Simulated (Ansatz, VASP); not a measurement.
Mg: VASP beside Ansatz

```
Mg
1.0
     3.27221    0.00000    0.00000
    -1.63611    2.83382    0.00000
     0.00000    0.00000    5.31252
Mg
2
Direct
  0.33333 0.66667 0.25000
  0.66667 0.33333 0.75000
```

Change from the starting cell: volume scaled by 1.06.

Alike in both runs: task single point; functional PBE; k mesh 12 × 12 × 7; occupations fermi-dirac, width 0.05 eV; no spin polarisation.

|  | VASP | Ansatz |
| --- | --- | --- |
| version | VASP 6.6.1 | Ansatz 0.2.0 |
| potentials or method | VASP PAW PBE potentials, release 64 (Mg), cutoff 520 eV | all-electron LAPW, scalar-relativistic |

|  | VASP | Ansatz | Ansatz less VASP |
| --- | --- | --- | --- |
| pressure (GPa) | -2.4 | -2.3 | +0.11 |
| traceless stress, the component that is largest in VASP (GPa) | -0.54 | -0.54 | +0.002 |

Ansatz ran all-electron here, and VASP with PAW potentials.
